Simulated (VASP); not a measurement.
The system is Ca3F.

```
CELL_PARAMETERS angstrom
4.53221 0.00000 0.00000
0.00000 4.53221 0.00000
0.00000 0.00000 4.53221
ATOMIC_POSITIONS crystal
Ca 0.00000 0.50000 0.50000
Ca 0.50000 0.00000 0.50000
Ca 0.50000 0.50000 0.00000
F 0.00000 0.00000 0.00000
```

```yaml
Program: VASP 6.6.1
Task: relaxation of cell and atoms
Functional: PBE
Potentials_or_basis: VASP PAW PBE potentials, release 64 (Ca_sv, F_h)
Cutoff: 1350 eV
k_mesh: 4 × 4 × 4
Occupations: gaussian, width 0.1 eV
Spin: no spin polarisation
```

At the start: pressure 11.6 GPa; volume 23.27 Å³/atom.

Problem. Where does the relaxation end?

Solution. Over 4 steps the energy falls by 307.8 meV/atom and the volume is 34.63 Å³/atom (+48.8 %); space group Pm-3m (No. 221, to 0.1 Å) before and after.

The path:
| step | energy change (eV) | largest force (eV/Å) | pressure (GPa) | volume (Å³) |
| --- | --- | --- | --- | --- |
| 1 | 0.0000 | 0.0000 | 11.64 | 93.10 |
| 2 | -1.0430 | 0.0000 | 3.15 | 117.78 |
| 3 | -1.2142 | 0.0000 | 0.82 | 132.21 |
| 4 | -1.2311 | 0.0000 | 0.06 | 138.50 |

Final structure:
```yaml
crystal:
  lattice:
    - [5.17392, 0.00000, 0.00000]
    - [0.00000, 5.17392, 0.00000]
    - [0.00000, 0.00000, 5.17392]
  atoms:
    - { symbol: Ca, position: [0.00000, 0.50000, 0.50000] }
    - { symbol: Ca, position: [0.50000, 0.00000, 0.50000] }
    - { symbol: Ca, position: [0.50000, 0.50000, 0.00000] }
    - { symbol: F, position: [0.00000, 0.00000, 0.00000] }
```

Caveat: the volume moved by over 15 % at a fixed basis, so the end points are rough.
